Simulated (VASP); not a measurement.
# InCu2 (P6_3/mmc) in VASP: notebook

InCu2 is run at these levels: LDA; tasks: single point.

Everything below comes from runs of VASP 6.6.1. Logs are shortened: lines on timing, memory, paths and dates and some standing lists are left out, and cuts for length are marked.

### Step 1. The cell of the first run

The structure is hexagonal, space group P6_3/mmc (No. 194). Conventional cell: a = 4.328 Å, b = 4.328 Å, c = 5.214 Å, α = 90.00°, β = 90.00°, γ = 120.00°. Within 3.3 Å of In (site symmetry -6m2) lie 11 Cu at 2.50 to 2.82 Å. Cu (site symmetry -6m2) has 5 In at 2.50 to 2.61 Å and 6 Cu at 2.82 Å within 3.3 Å. Cu (site symmetry -3m) has 8 Cu at 2.61 to 2.82 Å and 6 In at 2.82 Å within 3.4 Å.

### Step 2. Single point, LDA

Contents of INCAR:

```
SYSTEM = InCu2
ALGO = Normal
EDIFF = 1E-7
ENCUT = 520
ISIF = 2
ISMEAR = -1
LASPH = .TRUE.
LCHARG = .FALSE.
LREAL = .FALSE.
LWAVE = .FALSE.
NBANDS = 44
NELM = 100
PREC = Accurate
SIGMA = 0.05
```

Contents of KPOINTS:

```
k-points
0
G
  9 9 6
  0 0 0
```

Contents of POSCAR:

```
InCu2
1.0
    4.3283297740      0.0000000000      0.0000000000
   -2.1641648870      3.7484435402      0.0000000000
    0.0000000000      0.0000000000      5.2140339691
In Cu
2 4
Direct
    0.3333333333      0.6666666667      0.7500000000
    0.6666666667      0.3333333333      0.2500000000
    0.3333333333      0.6666666667      0.2500000000
    0.6666666667      0.3333333333      0.7500000000
    0.0000000000      0.0000000000      0.0000000000
    0.0000000000      0.0000000000      0.5000000000
```

Potentials or basis: VASP PAW LDA potentials, release 64 (In_d, Cu).

On the command line:

```bash
$ cat potpaw_LDA.64/In_d/POTCAR potpaw_LDA.64/Cu/POTCAR > POTCAR
$ mpirun -np 1 vasp_std > vasp.out
```

OUTCAR:

```text
SYSTEM = InCu2
   EDIFF = 1E-7
   ENCUT = 520
   ISIF = 2
   ISMEAR = -1
   LASPH = .TRUE.
   LREAL = .FALSE.
   NELM = 100
   PREC = Accurate

 ion  position               nearest neighbor table
   1  0.333  0.667  0.750-   4 2.50   4 2.50   4 2.50   3 2.61   3 2.61   5 2.82   6 2.82   6 2.82
                             5 2.82   6 2.82   5 2.82   2 3.61   2 3.61   2 3.61   2 3.61   2 3.61
   2  0.667  0.333  0.250-   3 2.50   3 2.50   3 2.50   4 2.61   4 2.61   5 2.82   6 2.82   5 2.82
                             6 2.82   5 2.82   6 2.82   1 3.61   1 3.61   1 3.61   1 3.61   1 3.61
   3  0.333  0.667  0.250-   2 2.50   2 2.50   2 2.50   1 2.61   1 2.61
   4  0.667  0.333  0.750-   1 2.50   1 2.50   1 2.50   2 2.61   2 2.61
   5  0.000  0.000  0.000-   6 2.61   6 2.61   1 2.82   2 2.82   1 2.82   2 2.82   2 2.82   1 2.82

   6  0.000  0.000  0.500-   5 2.61   5 2.61   1 2.82   2 2.82   1 2.82   2 2.82   2 2.82   1 2.82

  LATTYP: Found a hexagonal cell.
 ALAT       =     4.3283297740
 C/A-ratio  =     1.2046295549

  Lattice vectors:

 A1 = (   4.3283297740,   0.0000000000,   0.0000000000)
 A2 = (  -2.1641648870,   3.7484435402,   0.0000000000)
 A3 = (   0.0000000000,   0.0000000000,   5.2140339691)

Analysis of symmetry for initial positions (statically):
=====================================================================
 Subroutine PRICEL returns:
 Original cell was already a primitive cell.

 Routine SETGRP: Setting up the symmetry group for a
 hexagonal supercell.

 Subroutine GETGRP returns: Found 24 space group operations
 (whereof 12 operations were pure point group operations)
 out of a pool of 24 trial point group operations.

The static configuration has the point symmetry D_3d.
 The point group associated with its full space group is D_6h.

Analysis of symmetry for dynamics (positions and initial velocities):
=====================================================================
 Subroutine PRICEL returns:
 Original cell was already a primitive cell.

 Routine SETGRP: Setting up the symmetry group for a
 hexagonal supercell.

 Subroutine GETGRP returns: Found 24 space group operations
 (whereof 12 operations were pure point group operations)
 out of a pool of 24 trial point group operations.

The dynamic configuration has the point symmetry D_3d.
 The point group associated with its full space group is D_6h.

 Subroutine INISYM returns: Found 24 space group operations
 (whereof 12 operations are pure point group operations),
 and found     1 'primitive' translations

----------------------------------------------------------------------------------------

                                     Primitive cell

  volume of cell :      84.5951

  direct lattice vectors                    reciprocal lattice vectors
     4.328329774  0.000000000  0.000000000     0.231036001  0.133388697  0.000000000
    -2.164164887  3.748443540  0.000000000     0.000000000  0.266777394  0.000000000
     0.000000000  0.000000000  5.214033969     0.000000000  0.000000000  0.191790082

  length of vectors
     4.328329774  4.328329774  5.214033969     0.266777394  0.266777394  0.191790082

  position of ions in fractional coordinates (direct lattice)
     0.333333333  0.666666667  0.750000000
     0.666666667  0.333333333  0.250000000
     0.333333333  0.666666667  0.250000000
     0.666666667  0.333333333  0.750000000
     0.000000000  0.000000000  0.000000000
     0.000000000  0.000000000  0.500000000

  ion indices of the primitive-cell ions
   primitive index   ion index
                 1           1
                 2           2
                 3           3
                 4           4
                 5           5
                 6           6

----------------------------------------------------------------------------------------

 KPOINTS: k-points

Automatic generation of k-mesh.
 Grid dimensions read from file:
 generate k-points for:    9    9    6

 Generating k-lattice:

  Cartesian coordinates                     Fractional coordinates (reciprocal lattice)
     0.025670667  0.014820966  0.000000000     0.111111111  0.000000000  0.000000000
     0.000000000  0.029641933  0.000000000     0.000000000  0.111111111  0.000000000
     0.000000000  0.000000000  0.031965014     0.000000000  0.000000000  0.166666667

  Length of vectors
     0.029641933  0.029641933  0.031965014

  Shift w.r.t. Gamma in fractional coordinates (k-lattice)
     0.000000000  0.000000000  0.000000000

 Subroutine IBZKPT returns following result:
 ===========================================

 Found     48 irreducible k-points:

 Following reciprocal coordinates:
            Coordinates               Weight
  0.000000  0.000000  0.000000      1.000000
  0.111111  0.000000  0.000000      6.000000
  0.222222  0.000000  0.000000      6.000000
  0.333333 -0.000000  0.000000      6.000000
  0.444444  0.000000  0.000000      6.000000
  0.111111  0.111111  0.000000      6.000000
[... 16 lines left out ...]
  0.333333  0.222222  0.166667     24.000000
  0.333333  0.333333  0.166667      4.000000
 [... further k-points ...]
   k-points           NKPTS =     48   k-points in BZ     NKDIM =     48   number of bands    NBANDS=     44
   number of dos      NEDOS =    301   number of ions     NIONS =      6
   total plane-waves  NPLWV =  40960
   dimension x,y,z NGX =    32 NGY =   32 NGZ =   40
   dimension x,y,z NGXF=    64 NGYF=   64 NGZF=   80
   ions per type =               2   4
   NGX,Y,Z   is equivalent  to a cutoff of  12.29, 12.29, 12.75 a.u.
   NGXF,Y,Z  is equivalent  to a cutoff of  24.58, 24.58, 25.51 a.u.
 SYSTEM =  InCu2
   PREC   = accura    normal or accurate (medium, high low for compatibility)
   ISTART =      0    job   : 0-new  1-cont  2-samecut
   ICHARG =      2    charge: 1-file 2-atom 10-const
   ISPIN  =      1    spin polarized calculation?
   LNONCOLLINEAR =      F non collinear calculations
   LSORBIT =      F    spin-orbit coupling
   LASPH  =      T    aspherical Exc in radial PAW
   ENCUT  =  520.0 eV  38.22 Ry    6.18 a.u.   8.05  8.05  9.69*2*pi/ulx,y,z
   NELM   =    100;   NELMIN=  2; NELMDL= -5     # of ELM steps
   EDIFF  = 0.1E-06   stopping-criterion for ELM
   LREAL  =      F    real-space projection
   EDIFFG = 0.1E-05   stopping-criterion for IOM
   NSW    =      0    number of steps for IOM
   IBRION =     -1    ionic relax: 0-MD 1-quasi-New 2-CG
   NFREE  =      0    steps in history (QN), initial steepest desc. (CG)
   ISIF   =      2    stress and relaxation
   ISYM   =      2    0-nonsym 1-usesym 2-fastsym
   POTIM  = 0.5000    time-step for ionic-motion
   TEBEG  =    0.0;   TEEND  =   0.0 temperature during run
   PSTRESS=    0.0 pullay stress
   NELECT =      70.0000    total number of electrons
   NUPDOWN=      -1.0000    fix difference up-down
   EMIN   =  10.00;   EMAX   =-10.00  energy-range for DOS
   EFERMI =   0.00;   METHOD = LEGACY
   ISMEAR =    -1;   SIGMA  =   0.05  broadening in eV -4-tet -1-fermi 0-gaus
   EFERMI_NEDOS =   21; number of points for ismear=-14 and -15
   IALGO  =     38    algorithm
   IMIX   =      4    mixing-type and parameters
     AMIX     =   0.40;   BMIX     =  1.00
     AMIX_MAG =   1.60;   BMIX_MAG =  1.00
  volume/ion in A,a.u.               =      14.10        95.15
  Fermi-wavevector in a.u.,A,eV,Ry     =   1.536948  2.904410 32.139799  2.362209
  Thomas-Fermi vector in A             =   2.643525
   LORBIT       =      0    0 simple, 1 ext, 2 COOP (PROOUT), +10 PAW based schemes
   GGA     = CA    functional components
   LHFCALC =     F    Hartree Fock is set to
   AEXX    =    0.0000 exact exchange contribution
   IVDW    =     0    specifies the selected vdW correction
   LEPSILON=     F    determine dielectric tensor
   LRPA    =     F    only Hartree local field effects (RPA)
 non-spin polarized calculation
  energy-cutoff  :      520.00
  volume of cell :       84.60
 maximum number of plane-waves:      2292
   NGX = 17   NGY = 17   NGZ = 19

 number of electron      70.0000011 magnetization

 Free energy of the ion-electron system (eV)
  ---------------------------------------------------
  ext. energy  EPLUGINS =         0.00000000
  ---------------------------------------------------
  free energy    TOTEN  =       -24.87681375 eV

  energy without entropy =      -24.86368574  energy(sigma->0) =      -24.87024974

 E-fermi :   9.5963     XC(G=0): -12.7261

 val. band max:        9.5893441232   @ k =   0.4444   0.1111   0.3333
 cond. band min:       9.6648315605   @ k =   0.2222   0.0000   0.3333
 fundamental gap:      0.0754874373
 Fermi energy:         9.5963384345

 k-point     1 :       0.0000    0.0000    0.0000
  band No.  band energies     occupation
      1      -5.4292      2.00000
      2      -5.3015      2.00000
      3      -5.3012      2.00000
      4      -5.3012      2.00000
      5      -5.2707      2.00000
      6      -5.2707      2.00000
[... 36 lines left out ...]
     43      16.2348      0.00000
     44      16.4234      0.00000

 k-point     2 :       0.1111    0.0000    0.0000
  band No.  band energies     occupation
      1      -5.4260      2.00000
      2      -5.3111      2.00000
      3      -5.3059      2.00000
      4      -5.2991      2.00000
      5      -5.2704      2.00000
      6      -5.2699      2.00000
[... 36 lines left out ...]
     43      15.5238      0.00000
     44      15.8080      0.00000

 k-point     3 :       0.2222    0.0000    0.0000
  band No.  band energies     occupation
      1      -5.4199      2.00000
      2      -5.3293      2.00000
      3      -5.3171      2.00000
      4      -5.2966      2.00000
      5      -5.2647      2.00000
      6      -5.2645      2.00000
[... 976 lines left out ...]
     43      17.9978      0.00000
     44      18.6373      0.00000

 k-point    24 :       0.3333    0.3333    0.1667
  band No.  band energies     occupation
      1      -5.3652      2.00000
      2      -5.3538      2.00000
      3      -5.3538      2.00000
      4      -5.3187      2.00000
      5      -5.2297      2.00000
      6      -5.2297      2.00000
[... 36 lines left out ...]
     43      18.4857      0.00000
     44      18.9315      0.00000

 [... further k-points ...]

------------------------ aborting loop because EDIFF is reached ----------------------------------------

  FORCE on cell =-STRESS in cart. coord.  units (eV):
  Direction    XX          YY          ZZ          XY          YZ          ZX
  --------------------------------------------------------------------------------------
  -------------------------------------------------------------------------------------
  Total        0.2989440      0.2989440      0.2752175      0.0000000      0.0000000      0.0000000
  in kB        5.6618100      5.6618100      5.2124447      0.0000000      0.0000000      0.0000000
  external PRESSURE =       5.5120216 kB  Pullay stress =       0.0000000 kB

 VOLUME and BASIS-vectors are now :
 -----------------------------------------------------------------------------
  energy-cutoff  :      520.00
  volume of cell :       84.60
      direct lattice vectors                 reciprocal lattice vectors
     4.328329774  0.000000000  0.000000000     0.231036001  0.133388697  0.000000000
    -2.164164887  3.748443540  0.000000000     0.000000000  0.266777394  0.000000000
     0.000000000  0.000000000  5.214033969     0.000000000  0.000000000  0.191790082

 POSITION                                       TOTAL-FORCE (eV/Angst)
 -----------------------------------------------------------------------------------
     -0.00000      2.49896      3.91053        -0.000000     -0.000000      0.000000
      2.16416      1.24948      1.30351         0.000000      0.000000      0.000000
     -0.00000      2.49896      1.30351        -0.000000     -0.000000      0.000000
      2.16416      1.24948      3.91053        -0.000000      0.000000      0.000000
      0.00000      0.00000      0.00000         0.000000      0.000000      0.000000
      0.00000      0.00000      2.60702         0.000000      0.000000      0.000000
 -----------------------------------------------------------------------------------
    total drift:                                0.000000     -0.000000      0.000000

  FREE ENERGIE OF THE ION-ELECTRON SYSTEM (eV)
  ---------------------------------------------------
  free  energy   TOTEN  =       -24.8768137459 eV

  energy  without entropy=      -24.8636857421  energy(sigma->0) =      -24.87024974
```

Wall time 2.7 min (1 thread of AMD EPYC 9R45 (Zen 5), shared host); peak memory 0.23 GiB.

What came out:

```
Free energy            : -24.8768 eV
Pressure               : 0.6 GPa
Band gap on the k mesh : zero (bands 35 and 36 overlap by 5.09 eV)
```

Caveat: spin-orbit coupling is left out, which moves the levels of the heavy elements.

### Step 3. Single point, LDA

Contents of INCAR:

```
SYSTEM = InCu2
PREC = Accurate
ENCUT = 520
EDIFF = 1E-7
ISMEAR = -1
SIGMA = 0.05
LREAL = .FALSE.
LASPH = .TRUE.
NELM = 100
ALGO = Normal
ISIF = 2
LWAVE = .FALSE.
LCHARG = .FALSE.
GGA = CA
NBANDS = 44
```

Contents of KPOINTS:

```
Automatic mesh
0
G
  9 9 6
  0 0 0
```

POSCAR is that of step 2.

Potentials or basis: VASP PAW LDA potentials, release 64 (In_d, Cu).

On the command line:

```bash
$ cat potpaw_LDA.64/In_d/POTCAR potpaw_LDA.64/Cu/POTCAR > POTCAR
$ mpirun -np 1 vasp_std > vasp.out
```

Wall time 2.3 min (1 thread of AMD EPYC 9R45 (Zen 5), shared host); peak memory 0.23 GiB.

Results (log left out):

- Free energy: -24.8768 eV
- Pressure: 0.6 GPa
- Band gap on the k mesh: zero (bands 35 and 36 overlap by 5.09 eV)

Levels at points of the mesh, in eV from the Fermi level:
| k point | band 33 | band 34 | band 35 | band 36 | band 37 | band 38 |
| --- | --- | --- | --- | --- | --- | --- |
| (0.00, 0.00, 0.00) | -1.76 | 1.64 | 1.64 | 1.92 | 1.92 | 2.15 |
| (0.00, 0.00, 0.50) | 2.61 | 2.61 | 2.85 | 2.85 | 2.85 | 2.85 |

Caveat: spin-orbit coupling is left out, which moves the levels of the heavy elements.

The gap in the log of VASP goes by the Fermi energy; the results here count the filled bands.